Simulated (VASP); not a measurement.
# SnO2 (P4_2/mnm) in VASP: further runs

SnO2 is run at these levels: PBEsol; tasks: single point.

Everything below comes from runs of VASP 6.6.1. Logs are shortened: lines on timing, memory, paths and dates and some standing lists are left out, and cuts for length are marked.

### 1 The cell of the first run

The structure is tetragonal, space group P4_2/mnm (No. 136). The conventional cell has a = 4.768 Å, b = 4.768 Å, c = 3.212 Å, α = 90.00°, β = 90.00°, γ = 90.00°. Sn (site symmetry mmm) has 6 O at 2.07 Å within 2.7 Å. Within 2.7 Å of O (site symmetry m2m) lie 3 Sn at 2.07 Å and 1 O at 2.61 Å.

### 2 Single point, PBEsol

Input file INCAR:

```
SYSTEM = SnO2
  PREC = Accurate
  ENCUT = 520
  EDIFF = 1E-6
  ISMEAR = 0
  SIGMA = 0.02
  LREAL = .False.
  LASPH = .True.
  NELM = 80
  ALGO = Normal
  ISIF = 2
  LWAVE = .False.
  LCHARG = .False.
  GGA = PS
  NBANDS = 35
```

Input file KPOINTS:

```
Automatic mesh
0
Gamma
  6 6 8
  0 0 0
```

Input file POSCAR:

```
SnO2
1.0
    4.7684401101      0.0000000000      0.0000000000
    0.0000000000      4.7684401101      0.0000000000
    0.0000000000      0.0000000000      3.2123958435
Sn O
2 4
Direct
    0.5000000000      0.5000000000      0.5000000000
    0.0000000000      0.0000000000      0.0000000000
    0.1937455547      0.8062544453      0.5000000000
    0.8062544453      0.1937455547      0.5000000000
    0.3062544453      0.3062544453      0.0000000000
    0.6937455547      0.6937455547      0.0000000000
```

Potentials or basis: VASP PAW PBE potentials, release 64 (Sn_d, O).

Launch:

```
$ cat potpaw_PBE.64/Sn_d/POTCAR potpaw_PBE.64/O/POTCAR > POTCAR
$ mpirun -np 1 vasp_std > vasp.out
```

OUTCAR:

```text
SYSTEM = SnO2
   PREC = Accurate
   ENCUT = 520
   EDIFF = 1E-6
   ISMEAR = 0
   LREAL = .False.
   LASPH = .True.
   NELM = 80
   ISIF = 2
   GGA = PS

 ion  position               nearest neighbor table
   1  0.500  0.500  0.500-   3 2.07   4 2.07   5 2.07   6 2.07   5 2.07   6 2.07   2 3.73   2 3.73
                             2 3.73   2 3.73   2 3.73   2 3.73   2 3.73   2 3.73
   2  0.000  0.000  0.000-   5 2.07   6 2.07   3 2.07   4 2.07   3 2.07   4 2.07   1 3.73   1 3.73
                             1 3.73   1 3.73   1 3.73   1 3.73   1 3.73   1 3.73
   3  0.194  0.806  0.500-   1 2.07   2 2.07   2 2.07
   4  0.806  0.194  0.500-   1 2.07   2 2.07   2 2.07
   5  0.306  0.306  0.000-   2 2.07   1 2.07   1 2.07
   6  0.694  0.694  0.000-   2 2.07   1 2.07   1 2.07

  LATTYP: Found a simple tetragonal cell.
 ALAT       =     4.7684401101
 C/A-ratio  =     0.6736785551

  Lattice vectors:

 A1 = (   4.7684401101,   0.0000000000,   0.0000000000)
 A2 = (   0.0000000000,   4.7684401101,   0.0000000000)
 A3 = (   0.0000000000,   0.0000000000,   3.2123958435)

Analysis of symmetry for initial positions (statically):
=====================================================================
 Subroutine PRICEL returns:
 Original cell was already a primitive cell.

 Routine SETGRP: Setting up the symmetry group for a
 simple tetragonal supercell.

 Subroutine GETGRP returns: Found 16 space group operations
 (whereof  8 operations were pure point group operations)
 out of a pool of 16 trial point group operations.

The static configuration has the point symmetry D_2h.
 The point group associated with its full space group is D_4h.

Analysis of symmetry for dynamics (positions and initial velocities):
=====================================================================
 Subroutine PRICEL returns:
 Original cell was already a primitive cell.

 Routine SETGRP: Setting up the symmetry group for a
 simple tetragonal supercell.

 Subroutine GETGRP returns: Found 16 space group operations
 (whereof  8 operations were pure point group operations)
 out of a pool of 16 trial point group operations.

The dynamic configuration has the point symmetry D_2h.
 The point group associated with its full space group is D_4h.

 Subroutine INISYM returns: Found 16 space group operations
 (whereof  8 operations are pure point group operations),
 and found     1 'primitive' translations

----------------------------------------------------------------------------------------

                                     Primitive cell

  volume of cell :      73.0435

  direct lattice vectors                    reciprocal lattice vectors
     4.768440110  0.000000000  0.000000000     0.209712186  0.000000000  0.000000000
     0.000000000  4.768440110  0.000000000     0.000000000  0.209712186  0.000000000
     0.000000000  0.000000000  3.212395843     0.000000000  0.000000000  0.311294140

  length of vectors
     4.768440110  4.768440110  3.212395843     0.209712186  0.209712186  0.311294140

  position of ions in fractional coordinates (direct lattice)
     0.500000000  0.500000000  0.500000000
     0.000000000  0.000000000  0.000000000
     0.193745555  0.806254445  0.500000000
     0.806254445  0.193745555  0.500000000
     0.306254445  0.306254445  0.000000000
     0.693745555  0.693745555  0.000000000

  ion indices of the primitive-cell ions
   primitive index   ion index
                 1           1
                 2           2
                 3           3
                 4           4
                 5           5
                 6           6

----------------------------------------------------------------------------------------

 KPOINTS: Automatic mesh

Automatic generation of k-mesh.
 Grid dimensions read from file:
 generate k-points for:    6    6    8

 Generating k-lattice:

  Cartesian coordinates                     Fractional coordinates (reciprocal lattice)
     0.034952031  0.000000000  0.000000000     0.166666667  0.000000000  0.000000000
     0.000000000  0.034952031  0.000000000     0.000000000  0.166666667  0.000000000
     0.000000000  0.000000000  0.038911767     0.000000000  0.000000000  0.125000000

  Length of vectors
     0.034952031  0.034952031  0.038911767

  Shift w.r.t. Gamma in fractional coordinates (k-lattice)
     0.000000000  0.000000000  0.000000000

 Subroutine IBZKPT returns following result:
 ===========================================

 Found     50 irreducible k-points:

 Following reciprocal coordinates:
            Coordinates               Weight
  0.000000  0.000000  0.000000      1.000000
  0.166667  0.000000  0.000000      4.000000
  0.333333  0.000000  0.000000      4.000000
  0.500000  0.000000  0.000000      2.000000
  0.166667  0.166667  0.000000      4.000000
  0.333333  0.166667  0.000000      8.000000
[... 16 lines left out ...]
  0.333333  0.000000  0.250000      8.000000
  0.500000  0.000000  0.250000      4.000000
 [... further k-points ...]
   k-points           NKPTS =     50   k-points in BZ     NKDIM =     50   number of bands    NBANDS=     35
   number of dos      NEDOS =    301   number of ions     NIONS =      6
   total plane-waves  NPLWV =  31104
   dimension x,y,z NGX =    36 NGY =   36 NGZ =   24
   dimension x,y,z NGXF=    72 NGYF=   72 NGZF=   48
   ions per type =               2   4
   NGX,Y,Z   is equivalent  to a cutoff of  12.55, 12.55, 12.42 a.u.
   NGXF,Y,Z  is equivalent  to a cutoff of  25.10, 25.10, 24.84 a.u.
 SYSTEM =  SnO2
   PREC   = accura    normal or accurate (medium, high low for compatibility)
   ISTART =      0    job   : 0-new  1-cont  2-samecut
   ICHARG =      2    charge: 1-file 2-atom 10-const
   ISPIN  =      1    spin polarized calculation?
   LNONCOLLINEAR =      F non collinear calculations
   LSORBIT =      F    spin-orbit coupling
   LASPH  =      T    aspherical Exc in radial PAW
   ENCUT  =  520.0 eV  38.22 Ry    6.18 a.u.   8.87  8.87  5.97*2*pi/ulx,y,z
   NELM   =     80;   NELMIN=  2; NELMDL= -5     # of ELM steps
   EDIFF  = 0.1E-05   stopping-criterion for ELM
   LREAL  =      F    real-space projection
   EDIFFG = 0.1E-04   stopping-criterion for IOM
   NSW    =      0    number of steps for IOM
   IBRION =     -1    ionic relax: 0-MD 1-quasi-New 2-CG
   NFREE  =      0    steps in history (QN), initial steepest desc. (CG)
   ISIF   =      2    stress and relaxation
   ISYM   =      2    0-nonsym 1-usesym 2-fastsym
   POTIM  = 0.5000    time-step for ionic-motion
   TEBEG  =    0.0;   TEEND  =   0.0 temperature during run
   PSTRESS=    0.0 pullay stress
   NELECT =      52.0000    total number of electrons
   NUPDOWN=      -1.0000    fix difference up-down
   EMIN   =  10.00;   EMAX   =-10.00  energy-range for DOS
   EFERMI =   0.00;   METHOD = LEGACY
   ISMEAR =     0;   SIGMA  =   0.02  broadening in eV -4-tet -1-fermi 0-gaus
   EFERMI_NEDOS =   21; number of points for ismear=-14 and -15
   IALGO  =     38    algorithm
   IMIX   =      4    mixing-type and parameters
     AMIX     =   0.40;   BMIX     =  1.00
     AMIX_MAG =   1.60;   BMIX_MAG =  1.00
  volume/ion in A,a.u.               =      12.17        82.15
  Fermi-wavevector in a.u.,A,eV,Ry     =   1.461780  2.762364 29.072943  2.136801
  Thomas-Fermi vector in A             =   2.578071
   LORBIT       =      0    0 simple, 1 ext, 2 COOP (PROOUT), +10 PAW based schemes
   GGA     = PS    functional components
   LHFCALC =     F    Hartree Fock is set to
   AEXX    =    0.0000 exact exchange contribution
   IVDW    =     0    specifies the selected vdW correction
   LEPSILON=     F    determine dielectric tensor
   LRPA    =     F    only Hartree local field effects (RPA)
 non-spin polarized calculation
 Gauss-broadening in eV      SIGMA  =   0.02
  energy-cutoff  :      520.00
  volume of cell :       73.04
 maximum number of plane-waves:      1994
 NGX is ok and might be reduce to    36
   NGX = 17   NGY = 17   NGZ = 11

 number of electron      52.0000007 magnetization

 Free energy of the ion-electron system (eV)
  ---------------------------------------------------
  ext. energy  EPLUGINS =         0.00000000
  ---------------------------------------------------
  free energy    TOTEN  =       -39.66989723 eV

  energy without entropy =      -39.66989723  energy(sigma->0) =      -39.66989723

 E-fermi :   5.9272     XC(G=0): -11.4268

 val. band max:        5.7792686719   @ k =   0.0000   0.0000   0.0000
 cond. band min:       6.6923417675   @ k =   0.0000   0.0000   0.0000
 fundamental gap:      0.9130730956
 Fermi energy:         5.9271585787

 k-point     1 :       0.0000    0.0000    0.0000
  band No.  band energies     occupation
      1     -15.2261      2.00000
      2     -14.4760      2.00000
      3     -14.2331      2.00000
      4     -14.2079      2.00000
      5     -14.2079      2.00000
      6     -14.1394      2.00000
[... 27 lines left out ...]
     34      17.5489      0.00000
     35      18.0929      0.00000

 k-point     2 :       0.1667    0.0000    0.0000
  band No.  band energies     occupation
      1     -15.1848      2.00000
      2     -14.5229      2.00000
      3     -14.2328      2.00000
      4     -14.2061      2.00000
      5     -14.2060      2.00000
      6     -14.1739      2.00000
[... 27 lines left out ...]
     34      17.5669      0.00000
     35      18.0609      0.00000

 k-point     3 :       0.3333    0.0000    0.0000
  band No.  band energies     occupation
      1     -15.0650      2.00000
      2     -14.6759      2.00000
      3     -14.2319      2.00000
      4     -14.2151      2.00000
      5     -14.2024      2.00000
      6     -14.2022      2.00000
[... 27 lines left out ...]
     34      17.7338      0.00000
     35      18.0145      0.00000

 k-point     4 :       0.5000    0.0000    0.0000
  band No.  band energies     occupation
      1     -14.8823      2.00000
      2     -14.8823      2.00000
      3     -14.2287      2.00000
      4     -14.2287      2.00000
      5     -14.2004      2.00000
      6     -14.2004      2.00000
[... 27 lines left out ...]
     34      17.9432      0.00000
     35      17.9764      0.00000

 k-point     5 :       0.1667    0.1667    0.0000
  band No.  band energies     occupation
      1     -15.1530      2.00000
      2     -14.5768      2.00000
      3     -14.2323      2.00000
      4     -14.2085      2.00000
      5     -14.2020      2.00000
      6     -14.1910      2.00000
[... 638 lines left out ...]
 k-point    22 :       0.1667    0.0000    0.2500
  band No.  band energies     occupation
      1     -14.9697      2.00000
      2     -14.7025      2.00000
      3     -14.5958      2.00000
      4     -14.2520      2.00000
      5     -14.1310      2.00000
      6     -14.1305      2.00000
[... 27 lines left out ...]
     34      17.4943      0.00000
     35      17.8551      0.00000

 k-point    23 :       0.3333    0.0000    0.2500
  band No.  band energies     occupation
      1     -14.9565      2.00000
      2     -14.8157      2.00000
      3     -14.4932      2.00000
      4     -14.2808      2.00000
      5     -14.1271      2.00000
      6     -14.1210      2.00000
[... 27 lines left out ...]
     34      17.6889      0.00000
     35      17.9705      0.00000

 k-point    24 :       0.5000    0.0000    0.2500
  band No.  band energies     occupation
      1     -14.9066      2.00000
      2     -14.9066      2.00000
      3     -14.3736      2.00000
      4     -14.3736      2.00000
      5     -14.1221      2.00000
      6     -14.1221      2.00000
[... 27 lines left out ...]
     34      17.8994      0.00000
     35      18.0553      0.00000

 [... further k-points ...]

------------------------ aborting loop because EDIFF is reached ----------------------------------------

  FORCE on cell =-STRESS in cart. coord.  units (eV):
  Direction    XX          YY          ZZ          XY          YZ          ZX
  --------------------------------------------------------------------------------------
  -------------------------------------------------------------------------------------
  Total        0.2451685      0.2451685      0.3681773      0.0000000      0.0000000      0.0000000
  in kB        5.3776625      5.3776625      8.0758063      0.0000000      0.0000000      0.0000000
  external PRESSURE =       6.2770438 kB  Pullay stress =       0.0000000 kB

 VOLUME and BASIS-vectors are now :
 -----------------------------------------------------------------------------
  energy-cutoff  :      520.00
  volume of cell :       73.04
      direct lattice vectors                 reciprocal lattice vectors
     4.768440110  0.000000000  0.000000000     0.209712186  0.000000000  0.000000000
     0.000000000  4.768440110  0.000000000     0.000000000  0.209712186  0.000000000
     0.000000000  0.000000000  3.212395843     0.000000000  0.000000000  0.311294140

 POSITION                                       TOTAL-FORCE (eV/Angst)
 -----------------------------------------------------------------------------------
      2.38422      2.38422      1.60620         0.000000      0.000000     -0.000000
      0.00000      0.00000      0.00000         0.000000      0.000000     -0.000000
      0.92386      3.84458      1.60620         0.008359     -0.008359      0.000000
      3.84458      0.92386      1.60620        -0.008359      0.008359     -0.000000
      1.46036      1.46036      0.00000        -0.008359     -0.008359      0.000000
      3.30808      3.30808      0.00000         0.008359      0.008359     -0.000000
 -----------------------------------------------------------------------------------
    total drift:                                0.000000      0.000000      0.000000

  FREE ENERGIE OF THE ION-ELECTRON SYSTEM (eV)
  ---------------------------------------------------
  free  energy   TOTEN  =       -39.6698972268 eV

  energy  without entropy=      -39.6698972268  energy(sigma->0) =      -39.66989723
```

It took 63 s on 1 thread of AMD EPYC 9R45 (Zen 5), shared host; peak memory 0.2 GiB.

Results:

* Free energy: -39.6699 eV
* Pressure: 0.6 GPa
* Largest force: 0.012 eV/Å
* Band gap on the k mesh: 0.91 eV

Forces in eV/Å, atoms in the order of the input:
```
Sn   0.000  0.000  0.000
Sn   0.000  0.000  0.000
O    0.008 -0.008  0.000
O   -0.008  0.008  0.000
O   -0.008 -0.008  0.000
O    0.008  0.008  0.000
```

Caveat: the PAW data sets were made with another functional, which shifts forces and pressure a little; spin-orbit coupling is left out, which moves the levels of the heavy elements.

### 3 Single point, PBEsol (biaxial strain in the a-b plane: +1.5 %, then relaxed in part)

Input file INCAR:

```
SYSTEM = SnO2
PREC = Accurate ; ENCUT = 520
EDIFF = 1E-6 ; ISMEAR = 0
SIGMA = 0.02 ; LREAL = .FALSE.
LASPH = .TRUE. ; NELM = 80
ALGO = Normal ; ISIF = 2
LWAVE = .FALSE. ; LCHARG = .FALSE.
GGA = PS ; NBANDS = 35
```

Input file KPOINTS:

```
Automatic mesh
0
G
  6 6 8
  0 0 0
```

Input file POSCAR:

```
SnO2
1.0
    4.8399667118      0.0000000000      0.0000000000
    0.0000000000      4.8399667118      0.0000000000
    0.0000000000      0.0000000000      3.1802042548
Sn O
2 4
Direct
    0.5000000000      0.5000000000      0.5000000000
    0.0000000000      0.0000000000      0.0000000000
    0.1936039354      0.8063960646      0.5000000000
    0.8063960646      0.1936039354      0.5000000000
    0.3063960646      0.3063960646      0.0000000000
    0.6936039354      0.6936039354      0.0000000000
```

Potentials or basis: VASP PAW PBE potentials, release 64 (Sn_d, O).

Launch:

```
$ cat potpaw_PBE.64/Sn_d/POTCAR potpaw_PBE.64/O/POTCAR > POTCAR
$ mpirun -np 1 vasp_std > vasp.out
```

Run time: 62 s. Hardware: 1 thread of AMD EPYC 9R45 (Zen 5), shared host; peak memory 0.21 GiB.

Results (log left out):

```yaml
Free_energy: -39.6470 eV
Pressure: -2.2 GPa
Largest_force: 0.022 eV/Å
Band_gap_on_the_k_mesh: 0.79 eV
```

Forces in eV/Å, atoms in the order of the input:
```
Sn   0.000  0.000  0.000
Sn   0.000  0.000  0.000
O    0.016 -0.016  0.000
O   -0.016  0.016  0.000
O   -0.016 -0.016  0.000
O    0.016  0.016  0.000
```

Stress tensor (GPa, compression positive):
```
-3.63  0.00  0.00
 0.00 -3.63  0.00
 0.00  0.00  0.80
```

Levels at points of the mesh, in eV from the valence-band top:
```tsv
k point	band 23	band 24	band 25	band 26	band 27	band 28	band 29	band 30
(0.00, 0.00, 0.00)	-1.22	-0.79	-0.79	0.00	0.79	5.88	6.09	6.09
(0.50, 0.00, 0.00)	-1.18	-1.18	-0.65	-0.65	3.95	3.95	6.87	6.87
(0.50, 0.50, 0.00)	-1.29	-1.29	-0.92	-0.92	4.40	4.40	7.20	7.20
(0.00, 0.00, 0.50)	-1.58	-1.58	-1.23	-1.23	5.68	5.68	9.22	9.22
(0.50, 0.00, 0.50)	-1.07	-1.07	-0.79	-0.79	5.92	5.92	7.44	7.44
(0.50, 0.50, 0.50)	-0.97	-0.97	-0.83	-0.83	4.35	4.35	8.49	8.49
```

Caveat: the cell differs from its parent crystal (biaxial strain in the a-b plane: +1.5 %, then relaxed in part); semilocal functionals underestimate gaps, and a narrow one can read as zero; the PAW data sets were made with another functional, which shifts forces and pressure a little; spin-orbit coupling is left out, which moves the levels of the heavy elements.

(Part 1 of 2 ends here.)
